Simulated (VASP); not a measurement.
# BaTe (Fm-3m) in VASP: further runs, part 2 of 2

VASP 6.6.1. The steps go on from the part before.

**3. Relaxation of the atoms, r2SCAN**

This run uses another cell than the first one, of 45.81 Å³/atom.

Input file POSCAR:

```
BaTe
1.0
    0.0000000000      3.5780771800      3.5780771800
    3.5780771800      0.0000000000      3.5780771800
    3.5780771800      3.5780771800      0.0000000000
Ba Te
1 1
Direct
    0.0000000000      0.0000000000      0.0000000000
    0.5000000000      0.5000000000      0.5000000000
```

Input file INCAR.step1:

```
SYSTEM = BaTe
ALGO = Normal
EDIFF = 1E-4
ENCUT = 520
GGA = PE
ISMEAR = -1
LASPH = .TRUE.
LCHARG = .FALSE.
LREAL = .FALSE.
LWAVE = .TRUE.
NELM = 100
PREC = Accurate
SIGMA = 0.02
```

Input file INCAR.step2:

```
SYSTEM = BaTe
ALGO = Normal
EDIFF = 1E-6
EDIFFG = -0.01
ENCUT = 520
IBRION = 2
ISIF = 2
ISMEAR = -1
ISTART = 1
LASPH = .TRUE.
LCHARG = .FALSE.
LMIXTAU = .TRUE.
LREAL = .FALSE.
LWAVE = .FALSE.
METAGGA = R2SCAN
NELM = 100
NSW = 50
PREC = Accurate
SIGMA = 0.02
```

Input file KPOINTS:

```
k-points
0
G
  8 8 8
  0 0 0
```

Potentials or basis: VASP PAW PBE potentials, release 64 (Ba_sv, Te).

Started as:

```sh
$ cat potpaw_PBE.64/Ba_sv/POTCAR potpaw_PBE.64/Te/POTCAR > POTCAR
$ cp INCAR.step1 INCAR
$ mpirun -np 1 vasp_std > vasp.out
$ cp INCAR.step2 INCAR
$ mpirun -np 1 vasp_std > vasp.out
```

OUTCAR:

```text
SYSTEM = BaTe
   EDIFF = 1E-6
   EDIFFG = -0.01
   ENCUT = 520
   IBRION = 2
   ISIF = 2
   ISMEAR = -1
   ISTART = 1
   LASPH = .TRUE.
   LREAL = .FALSE.
   METAGGA = R2SCAN
   NELM = 100
   NSW = 50
   PREC = Accurate

 ion  position               nearest neighbor table
   1  0.000  0.000  0.000-   2 3.58   2 3.58   2 3.58   2 3.58   2 3.58   2 3.58
   2  0.500  0.500  0.500-   1 3.58   1 3.58   1 3.58   1 3.58   1 3.58   1 3.58

  LATTYP: Found a face centered cubic cell.
 ALAT       =     7.1561543600

  Lattice vectors:

 A1 = (   0.0000000000,   3.5780771800,   3.5780771800)
 A2 = (   3.5780771800,   0.0000000000,   3.5780771800)
 A3 = (   3.5780771800,   3.5780771800,   0.0000000000)

Analysis of symmetry for initial positions (statically):
=====================================================================
 Subroutine PRICEL returns:
 Original cell was already a primitive cell.

 Routine SETGRP: Setting up the symmetry group for a
 face centered cubic supercell.

 Subroutine GETGRP returns: Found 48 space group operations
 (whereof 48 operations were pure point group operations)
 out of a pool of 48 trial point group operations.

The static configuration has the point symmetry O_h .

Analysis of symmetry for dynamics (positions and initial velocities):
=====================================================================
 Subroutine PRICEL returns:
 Original cell was already a primitive cell.

 Routine SETGRP: Setting up the symmetry group for a
 face centered cubic supercell.

 Subroutine GETGRP returns: Found 48 space group operations
 (whereof 48 operations were pure point group operations)
 out of a pool of 48 trial point group operations.

The dynamic configuration has the point symmetry O_h .

 Subroutine INISYM returns: Found 48 space group operations
 (whereof 48 operations are pure point group operations),
 and found     1 'primitive' translations

----------------------------------------------------------------------------------------

                                     Primitive cell
[... 122 lines left out ...]
 conjugate gradient relaxation of ions
 non-spin polarized calculation
  energy-cutoff  :      520.00
  volume of cell :       91.62
 maximum number of plane-waves:      2493
 NGX is ok and might be reduce to    40
   NGX = 19   NGY = 19   NGZ = 19

 number of electron      16.0000000 magnetization

 Free energy of the ion-electron system (eV)
  ---------------------------------------------------
  ext. energy  EPLUGINS =         0.00000000
  ---------------------------------------------------
  free energy    TOTEN  =       -56.02250095 eV

  energy without entropy =      -56.02250095  energy(sigma->0) =      -56.02250095

 E-fermi :   2.0738     XC(G=0):  -8.3543

 val. band max:        1.6626078664   @ k =   0.0000   0.0000   0.0000
 cond. band min:       3.6677845358   @ k =   0.5000   0.5000   0.0000
 fundamental gap:      2.0051766694
 Fermi energy:         2.0738241126

 k-point     1 :       0.0000    0.0000    0.0000
  band No.  band energies     occupation
      1     -26.3325      2.00000
      2     -11.0439      2.00000
      3     -11.0439      2.00000
      4     -11.0439      2.00000
      5      -8.0084      2.00000
      6       1.6626      2.00000
      7       1.6626      2.00000
      8       1.6626      2.00000
      9       4.9710      0.00000
     10       5.0354      0.00000
     11       5.0354      0.00000
     12       5.0354      0.00000
[... 331 lines left out ...]
 k-point    24 :      -0.3750    0.2500    0.1250
  band No.  band energies     occupation
      1     -26.3213      2.00000
      2     -11.2882      2.00000
      3     -11.1042      2.00000
      4     -11.0732      2.00000
      5      -7.5307      2.00000
      6      -0.0072      2.00000
      7       0.7140      2.00000
      8       0.7611      2.00000
      9       5.7513      0.00000
     10       6.0180      0.00000
     11       7.2131      0.00000
     12       7.4605      0.00000

 [... further k-points ...]

------------------------ aborting loop because EDIFF is reached ----------------------------------------

  FORCE on cell =-STRESS in cart. coord.  units (eV):
  Direction    XX          YY          ZZ          XY          YZ          ZX
  --------------------------------------------------------------------------------------
  -------------------------------------------------------------------------------------
  Total       -0.4744326     -0.4744326     -0.4744326      0.0000000      0.0000000      0.0000000
  in kB       -8.2967115     -8.2967115     -8.2967115      0.0000000      0.0000000      0.0000000
  external PRESSURE =      -8.2967115 kB  Pullay stress =       0.0000000 kB

 VOLUME and BASIS-vectors are now :
 -----------------------------------------------------------------------------
  energy-cutoff  :      520.00
  volume of cell :       91.62
      direct lattice vectors                 reciprocal lattice vectors
     0.000000000  3.578077180  3.578077180    -0.139739859  0.139739859  0.139739859
     3.578077180  0.000000000  3.578077180     0.139739859 -0.139739859  0.139739859
     3.578077180  3.578077180  0.000000000     0.139739859  0.139739859 -0.139739859

 POSITION                                       TOTAL-FORCE (eV/Angst)
 -----------------------------------------------------------------------------------
      0.00000      0.00000      0.00000        -0.000000     -0.000000      0.000000
      3.57808      3.57808      3.57808         0.000000      0.000000     -0.000000
 -----------------------------------------------------------------------------------
    total drift:                                0.000000     -0.000000     -0.000000

  FREE ENERGIE OF THE ION-ELECTRON SYSTEM (eV)
  ---------------------------------------------------
  free  energy   TOTEN  =       -56.0225009473 eV

  energy  without entropy=      -56.0225009473  energy(sigma->0) =      -56.02250095

 reached required accuracy - stopping structural energy minimisation
```

It took 66 s on 1 thread of Intel Xeon 6975P-C (Granite Rapids), shared host; peak memory 0.27 GiB.

Results:

```yaml
Free_energy: -56.0225 eV
Pressure_after_relaxing: -0.8 GPa
Band_gap_on_the_k_mesh: 2.01 eV (least direct gap 2.39 eV)
```

Final structure:
```
Ba Te
1.0
     0.00000    3.57808    3.57808
     3.57808    0.00000    3.57808
     3.57808    3.57808    0.00000
Ba Te
1 1
Direct
  0.00000 0.00000 0.00000
  0.50000 0.50000 0.50000
```

Caveat: the relaxation stopped at its first step, so nothing moved; the PAW data sets were made with another functional, which shifts forces and pressure a little; spin-orbit coupling is left out, which moves the levels of the heavy elements. A k mesh can miss the band edges.
